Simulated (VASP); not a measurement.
# FeO (C2/m) in VASP: a series of runs

The runs below take FeO through single point, with PBEsol.

Program: VASP 6.6.1. These are calculated values, not measurements. Logs are shortened: lines on timing, memory, paths and dates and some standing lists are left out, and cuts for length are marked.

**1. The cell of the first run**

It takes space group C2/m (No. 12, monoclinic). The conventional cell has a = 5.365 Å, b = 3.049 Å, c = 5.275 Å, α = 90.00°, β = 92.55°, γ = 90.00°. Fe (site symmetry 2/m) has 6 O at 2.17 to 2.21 Å and 2 Fe at 2.64 Å within 2.9 Å. Fe (site symmetry 2/m) has 6 O at 2.19 to 2.30 Å and 2 Fe at 2.64 Å within 2.9 Å. Within 2.9 Å of O (site symmetry m) lie 6 Fe at 2.17 to 2.30 Å.

**2. Single point, PBEsol, collinear spin, ferromagnetic start**

INCAR reads:

```
PREC = Accurate ; ENCUT = 520
EDIFF = 1E-6 ; ISMEAR = -1
SIGMA = 0.05 ; LREAL = F
LASPH = T ; NELM = 150
ALGO = Normal ; ISIF = 2
LWAVE = F ; LCHARG = T
ISPIN = 2 ; MAGMOM = 3 3 0 0
LORBIT = 11 ; LMAXMIX = 4
GGA = PS ; LELF = T
LVHAR = T ; NBANDS = 26
```

KPOINTS reads:

```
regular mesh
0
Gamma
  10 10 5
```

POSCAR reads:

```
FeO
1.0
    2.6823620000     -1.5244300000      0.0000000000
    2.6823620000      1.5244300000      0.0000000000
   -0.2343110000      0.0000000000      5.2694490000
Fe O
2 2
Direct
    0.0000000000      0.0000000000      0.5000000000
    0.0000000000      0.0000000000      0.0000000000
    0.3354670000      0.3354670000      0.7442990000
    0.6645330000      0.6645330000      0.2557010000
```

Potentials or basis: VASP PAW PBE potentials, release 64 (Fe, O).

Started as:

```bash
cat potpaw_PBE.64/Fe/POTCAR potpaw_PBE.64/O/POTCAR > POTCAR
mpirun -np 1 vasp_std > vasp.out
```

OUTCAR:

```text
PREC = Accurate
   ENCUT = 520
   EDIFF = 1E-6
   ISMEAR = -1
   LREAL = F
   LASPH = T
   NELM = 150
   ISIF = 2
   ISPIN = 2
   LORBIT = 11
   GGA = PS

 ion  position               nearest neighbor table
   1  0.000  0.000  0.500-   3 2.17   4 2.17   4 2.21   4 2.21   3 2.21   3 2.21   2 2.64   2 2.64

   2  0.000  0.000  0.000-   4 2.19   4 2.19   3 2.19   3 2.19   3 2.30   4 2.30   1 2.64   1 2.64

   3  0.335  0.335  0.744-   1 2.17   2 2.19   2 2.19   1 2.21   1 2.21   2 2.30
   4  0.665  0.665  0.256-   1 2.17   2 2.19   2 2.19   1 2.21   1 2.21   2 2.30

  LATTYP: Found a base centered monoclinic cell.
 ALAT       =     5.3647240000
 B/A-ratio  =     0.5683162824
 C/A-ratio  =     0.9832110388
 COS(beta)  =    -0.0444220450

  Lattice vectors:

 A1 = (   2.6823620000,  -1.5244300000,   0.0000000000)
 A2 = (   2.6823620000,   1.5244300000,   0.0000000000)
 A3 = (  -0.2343110000,   0.0000000000,   5.2694490000)

Analysis of symmetry for initial positions (statically):
=====================================================================
 Subroutine PRICEL returns:
 Original cell was already a primitive cell.

 Routine SETGRP: Setting up the symmetry group for a
 base centered monoclinic supercell.

 Subroutine GETGRP returns: Found  4 space group operations
 (whereof  4 operations were pure point group operations)
 out of a pool of  4 trial point group operations.

The static configuration has the point symmetry C_2h.

Analysis of symmetry for dynamics (positions and initial velocities):
=====================================================================
 Subroutine PRICEL returns:
 Original cell was already a primitive cell.

 Routine SETGRP: Setting up the symmetry group for a
 base centered monoclinic supercell.

 Subroutine GETGRP returns: Found  4 space group operations
 (whereof  4 operations were pure point group operations)
 out of a pool of  4 trial point group operations.

The dynamic configuration has the point symmetry C_2h.

Analysis of structural, dynamic, and magnetic symmetry:
=====================================================================
 Subroutine PRICEL returns:
 Original cell was already a primitive cell.

 Routine SETGRP: Setting up the symmetry group for a
 base centered monoclinic supercell.

 Subroutine GETGRP returns: Found  4 space group operations
 (whereof  4 operations were pure point group operations)
 out of a pool of  4 trial point group operations.

The overall configuration has the point symmetry C_2h.

 Subroutine INISYM returns: Found  4 space group operations
 (whereof  4 operations are pure point group operations),
 and found     1 'primitive' translations

----------------------------------------------------------------------------------------

                                     Primitive cell

  volume of cell :      43.0943

  direct lattice vectors                    reciprocal lattice vectors
     2.682362000 -1.524430000  0.000000000     0.186402879 -0.327991446  0.008288579
     2.682362000  1.524430000  0.000000000     0.186402879  0.327991446  0.008288579
    -0.234311000  0.000000000  5.269449000     0.000000000  0.000000000  0.189773162

  length of vectors
     3.085280007  3.085280007  5.274655857     0.377350133  0.377350133  0.189773162

  position of ions in fractional coordinates (direct lattice)
     0.000000000  0.000000000  0.500000000
     0.000000000  0.000000000  0.000000000
     0.335467000  0.335467000  0.744299000
     0.664533000  0.664533000  0.255701000

  ion indices of the primitive-cell ions
   primitive index   ion index
                 1           1
                 2           2
                 3           3
                 4           4

----------------------------------------------------------------------------------------

 KPOINTS: regular mesh

Automatic generation of k-mesh.
 Grid dimensions read from file:
 generate k-points for:   10   10    5

 Generating k-lattice:

  Cartesian coordinates                     Fractional coordinates (reciprocal lattice)
     0.018640288 -0.032799145  0.000828858     0.100000000 -0.000000000  0.000000000
     0.018640288  0.032799145  0.000828858    -0.000000000  0.100000000  0.000000000
     0.000000000  0.000000000  0.037954632     0.000000000  0.000000000  0.200000000

  Length of vectors
     0.037735013  0.037735013  0.037954632

  Shift w.r.t. Gamma in fractional coordinates (k-lattice)
     0.000000000  0.000000000  0.000000000

 Subroutine IBZKPT returns following result:
 ===========================================

 Found    141 irreducible k-points:

 Following reciprocal coordinates:
            Coordinates               Weight
  0.000000  0.000000  0.000000      1.000000
  0.100000  0.000000  0.000000      4.000000
  0.200000  0.000000  0.000000      4.000000
  0.300000  0.000000  0.000000      4.000000
  0.400000  0.000000  0.000000      4.000000
  0.500000  0.000000  0.000000      2.000000
[... 16 lines left out ...]
  0.300000  0.300000  0.000000      2.000000
  0.400000  0.300000  0.000000      4.000000
 [... further k-points ...]
   k-points           NKPTS =    141   k-points in BZ     NKDIM =    141   number of bands    NBANDS=     26
   number of dos      NEDOS =    301   number of ions     NIONS =      4
   total plane-waves  NPLWV =  23040
   dimension x,y,z NGX =    24 NGY =   24 NGZ =   40
   dimension x,y,z NGXF=    48 NGYF=   48 NGZF=   80
   ions per type =               2   2
   NGX,Y,Z   is equivalent  to a cutoff of  12.93, 12.93, 12.61 a.u.
   NGXF,Y,Z  is equivalent  to a cutoff of  25.86, 25.86, 25.21 a.u.
 SYSTEM =  unknown system
   PREC   = accura    normal or accurate (medium, high low for compatibility)
   ISTART =      0    job   : 0-new  1-cont  2-samecut
   ICHARG =      2    charge: 1-file 2-atom 10-const
   ISPIN  =      2    spin polarized calculation?
   LNONCOLLINEAR =      F non collinear calculations
   LSORBIT =      F    spin-orbit coupling
   LASPH  =      T    aspherical Exc in radial PAW
   ENCUT  =  520.0 eV  38.22 Ry    6.18 a.u.   5.74  5.74  9.81*2*pi/ulx,y,z
   NELM   =    150;   NELMIN=  2; NELMDL= -5     # of ELM steps
   EDIFF  = 0.1E-05   stopping-criterion for ELM
   LREAL  =      F    real-space projection
   EDIFFG = 0.1E-04   stopping-criterion for IOM
   NSW    =      0    number of steps for IOM
   IBRION =     -1    ionic relax: 0-MD 1-quasi-New 2-CG
   NFREE  =      0    steps in history (QN), initial steepest desc. (CG)
   ISIF   =      2    stress and relaxation
   ISYM   =      2    0-nonsym 1-usesym 2-fastsym
   POTIM  = 0.5000    time-step for ionic-motion
   TEBEG  =    0.0;   TEEND  =   0.0 temperature during run
   PSTRESS=    0.0 pullay stress
   NELECT =      28.0000    total number of electrons
   NUPDOWN=      -1.0000    fix difference up-down
   EMIN   =  10.00;   EMAX   =-10.00  energy-range for DOS
   EFERMI =   0.00;   METHOD = LEGACY
   ISMEAR =    -1;   SIGMA  =   0.05  broadening in eV -4-tet -1-fermi 0-gaus
   EFERMI_NEDOS =   21; number of points for ismear=-14 and -15
   IALGO  =     38    algorithm
   IMIX   =      4    mixing-type and parameters
     AMIX     =   0.40;   BMIX     =  1.00
     AMIX_MAG =   1.60;   BMIX_MAG =  1.00
  volume/ion in A,a.u.               =      10.77        72.70
  Fermi-wavevector in a.u.,A,eV,Ry     =   1.417928  2.679495 27.354779  2.010520
  Thomas-Fermi vector in A             =   2.539107
   LORBIT       =     11    0 simple, 1 ext, 2 COOP (PROOUT), +10 PAW based schemes
   GGA     = PS    functional components
   LHFCALC =     F    Hartree Fock is set to
   AEXX    =    0.0000 exact exchange contribution
   IVDW    =     0    specifies the selected vdW correction
   LEPSILON=     F    determine dielectric tensor
   LRPA    =     F    only Hartree local field effects (RPA)
 spin polarized calculation
  energy-cutoff  :      520.00
  volume of cell :       43.09
 maximum number of plane-waves:      1172
   NGX = 11   NGY = 11   NGZ = 19

 number of electron      28.0000022 magnetization       8.0036559

 Free energy of the ion-electron system (eV)
  ---------------------------------------------------
  ext. energy  EPLUGINS =         0.00000000
  ---------------------------------------------------
  free energy    TOTEN  =       -31.35949882 eV

  energy without entropy =      -31.32875449  energy(sigma->0) =      -31.34412666

 E-fermi :   5.0242     XC(G=0): -11.9797

 val. band max:        5.0227560409   @ k =  -0.1000  -0.1000   0.4000
 cond. band min:       5.0259310180   @ k =  -0.1000  -0.2000   0.2000
 fundamental gap:      0.0031749771
 Fermi energy:         5.0241549013

 spin component 1

 k-point     1 :       0.0000    0.0000    0.0000
  band No.  band energies     occupation
      1     -14.8972      1.00000
      2     -13.9585      1.00000
      3      -3.0641      1.00000
      4      -0.9373      1.00000
      5      -0.9186      1.00000
      6       0.5218      1.00000
[... 18 lines left out ...]
     25      21.1936      0.00000
     26      21.5904      0.00000
[... 644 lines left out ...]
      4      -1.5645      1.00000
      5      -1.2680      1.00000
      6      -0.7483      1.00000
[... 18 lines left out ...]
     25      17.2972      0.00000
     26      19.6342      0.00000

 [... further k-points ...]

 spin component 2

 k-point     1 :       0.0000    0.0000    0.0000
  band No.  band energies     occupation
      1     -14.3187      1.00000
      2     -13.3685      1.00000
      3      -2.3038      1.00000
      4       0.6405      1.00000
      5       0.6694      1.00000
      6       2.0072      1.00000
[... 18 lines left out ...]
     25      21.7451      0.00000
     26      22.0175      0.00000
[... 644 lines left out ...]
      4      -0.7154      1.00000
      5      -0.3991      1.00000
      6       0.5708      1.00000
[... 18 lines left out ...]
     25      18.3170      0.00000
     26      20.6150      0.00000

 [... further k-points ...]
[... 5 lines left out ...]
  --------------------------------------------------------------------------------------
  -------------------------------------------------------------------------------------
  Total       -5.0143984     -4.8682159     -3.9130622      0.0000000      0.0000000      0.1366657
  in kB     -186.4272286   -180.9923986   -145.4813270      0.0000000      0.0000000      5.0810107
  external PRESSURE =    -170.9669847 kB  Pullay stress =       0.0000000 kB

 VOLUME and BASIS-vectors are now :
 -----------------------------------------------------------------------------
  energy-cutoff  :      520.00
  volume of cell :       43.09
      direct lattice vectors                 reciprocal lattice vectors
     2.682362000 -1.524430000  0.000000000     0.186402879 -0.327991446  0.008288579
     2.682362000  1.524430000  0.000000000     0.186402879  0.327991446  0.008288579
    -0.234311000  0.000000000  5.269449000     0.000000000  0.000000000  0.189773162

 POSITION                                       TOTAL-FORCE (eV/Angst)
 -----------------------------------------------------------------------------------
     -0.11716      0.00000      2.63472         0.000000      0.000000      0.000000
      0.00000      0.00000      0.00000         0.000000      0.000000      0.000000
      1.62529      0.00000      3.92205        -0.000542      0.000000      0.179409
      3.50512      0.00000      1.34740         0.000542      0.000000     -0.179409
 -----------------------------------------------------------------------------------
    total drift:                                0.000000     -0.000000     -0.000000

  FREE ENERGIE OF THE ION-ELECTRON SYSTEM (eV)
  ---------------------------------------------------
  free  energy   TOTEN  =       -31.3594988211 eV

  energy  without entropy=      -31.3287544917  energy(sigma->0) =      -31.34412666

 total charge

# of ion       s       p       d       tot
------------------------------------------
    1        0.293   0.353   6.059   6.706
    2        0.283   0.328   6.068   6.679
    3        1.552   3.368   0.000   4.920
    4        1.552   3.368   0.000   4.920
--------------------------------------------------
tot          3.680   7.418  12.127  23.225

 magnetization (x)

# of ion       s       p       d       tot
------------------------------------------
    1        0.020   0.017   3.563   3.600
    2        0.021   0.016   3.527   3.564
    3        0.029   0.289   0.000   0.318
    4        0.029   0.289   0.000   0.318
--------------------------------------------------
tot          0.098   0.611   7.089   7.798
```

It took 3.9 min on 1 thread of AMD EPYC 9R14 (Zen 4), shared host; peak memory 0.31 GiB.

Results:

```
Free energy                                           : -31.3595 eV
Pressure                                              : -17.1 GPa
Largest force                                         : 0.179 eV/Å
Band gap on the k mesh                                : zero (filled and empty bands overlap)
Net moment                                            : 8.00 μB per cell
Site moments                                          : Fe +3.60, +3.56; O +0.32 μB
Valence electrons inside the program's atomic spheres : Fe 6.71, 6.68; O 4.92
```

Forces in eV/Å, atoms in the order of the input:
```
Fe   0.000  0.000  0.000
Fe   0.000  0.000  0.000
O   -0.001  0.000  0.179
O    0.001  0.000 -0.179
```

Levels at points of the mesh, in eV from the Fermi level:
Spin up:
| k point | band 16 | band 17 | band 18 | band 19 | band 20 | band 21 |
| --- | --- | --- | --- | --- | --- | --- |
| (0.00, 0.00, 0.00) | -1.69 | -0.51 | -0.43 | -0.14 | 4.32 | 7.44 |
| (0.50, 0.00, 0.00) | -2.12 | -0.55 | -0.39 | 4.58 | 6.54 | 7.19 |
| (0.50, 0.50, 0.00) | -2.10 | -0.61 | -0.37 | 4.67 | 6.54 | 7.14 |
Spin down:
| k point | band 6 | band 7 | band 8 | band 9 | band 10 | band 11 | band 12 | band 13 | band 14 | band 15 |
| --- | --- | --- | --- | --- | --- | --- | --- | --- | --- | --- |
| (0.00, 0.00, 0.00) | -3.02 | -2.70 | -2.68 | -1.71 | -0.34 | -0.27 | -0.20 | -0.07 | 0.63 | 1.06 |
| (0.50, 0.00, 0.00) | -4.84 | -4.53 | -3.73 | -1.65 | -0.11 | 0.52 | 0.65 | 0.89 | 0.97 | 1.10 |
| (0.50, 0.50, 0.00) | -4.85 | -4.48 | -3.66 | -1.66 | -0.11 | 0.57 | 0.64 | 0.89 | 0.98 | 1.01 |

Caveat: the PAW data sets were made with another functional, which shifts forces and pressure a little; semilocal functionals often make such compounds metallic where correlation or magnetic order opens a gap, which also shifts bond lengths; only a ferromagnetic start was run, and an antiferromagnetic order may lie lower in energy.

(Continued in part 2 of 2.)
